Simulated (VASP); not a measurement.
Wanted: the native input for a VASP 6.6.1 run.

```
Task                   : single point
Functional             : r2SCAN
Dispersion             : rVV10
Potentials or basis    : VASP PAW PBE potentials, release 64 (Pb_d, Se)
Cutoff                 : 550 eV
k mesh                 : 10 × 10 × 10
Occupations            : gaussian, width 0.02 eV
Spin                   : no spin polarisation
Dipole correction      : no
Further INCAR settings : ALGO = Normal; EDIFF = 1e-06; NBANDS = 17
```

The system is PbSe.

```
Pb Se
1.0
     0.00000    3.00771    3.00771
     3.00771    0.00000    3.00771
     3.00771    3.00771    0.00000
Pb Se
1 1
Direct
  0.00000 0.00000 0.00000
  0.50000 0.50000 0.50000
```

The input as run:

POSCAR

```
PbSe
1.0
    0.0000000000      3.0077141340      3.0077141340
    3.0077141340      0.0000000000      3.0077141340
    3.0077141340      3.0077141340      0.0000000000
Pb Se
1 1
Direct
    0.0000000000      0.0000000000      0.0000000000
    0.5000000000      0.5000000000      0.5000000000
```

INCAR.step1

```
SYSTEM = PbSe
PREC     = Accurate       ! precision mode
ENCUT    = 550            ! plane-wave cutoff, eV
ISMEAR   = 0              ! smearing method
SIGMA    = 0.02           ! smearing width, eV
LREAL    = .False.        ! projectors in reciprocal space
LASPH    = .True.         ! aspherical terms in the spheres
NELM     = 120            ! most SCF steps
NBANDS   = 17             ! bands
GGA      = PE             ! functional
ALGO     = Normal         ! electronic algorithm
EDIFF    = 1E-5           ! SCF threshold, eV
LWAVE    = .True.         ! write WAVECAR
LCHARG   = .False.        ! write CHGCAR
GGA_COMPAT= .False.
```

INCAR.step2

```
SYSTEM = PbSe
PREC     = Accurate       ! precision mode
ENCUT    = 550            ! plane-wave cutoff, eV
EDIFF    = 1E-6           ! SCF threshold, eV
ISMEAR   = 0              ! smearing method
SIGMA    = 0.02           ! smearing width, eV
LREAL    = .False.        ! projectors in reciprocal space
LASPH    = .True.         ! aspherical terms in the spheres
NELM     = 120            ! most SCF steps
ALGO     = Normal         ! electronic algorithm
ISIF     = 2              ! what is computed and relaxed
LWAVE    = .False.        ! write WAVECAR
LCHARG   = .False.        ! write CHGCAR
METAGGA  = R2SCAN         ! meta-GGA
LMIXTAU  = .True.       
LUSE_VDW = .True.       
IVDW_NL  = 2            
BPARAM   = 11.95        
CPARAM   = 0.0093       
NBANDS   = 17             ! bands
ISTART   = 1            
GGA_COMPAT= .False.
```

KPOINTS

```
Automatic mesh
0
Gamma
  10 10 10
  0 0 0
```

Potentials or basis: VASP PAW PBE potentials, release 64 (Pb_d, Se).

Launch:

```bash
$ cat potpaw_PBE.64/Pb_d/POTCAR potpaw_PBE.64/Se/POTCAR > POTCAR
$ cp INCAR.step1 INCAR
$ mpirun -np 1 vasp_std > vasp.out
$ cp INCAR.step2 INCAR
$ mpirun -np 1 vasp_std > vasp.out
```

It gave:

* Pressure: 4.1 GPa
* Band gap on the k mesh: 0.34 eV

Caveat: the cell stands under pressure; the PAW data sets were made with another functional, which shifts forces and pressure a little; spin-orbit coupling is left out, which moves the levels of the heavy elements.

Wall time 110 s on 1 thread of Intel(R) Xeon(R) 6975P-C (Granite Rapids), with other jobs on the host, peak memory 0.4 GiB.
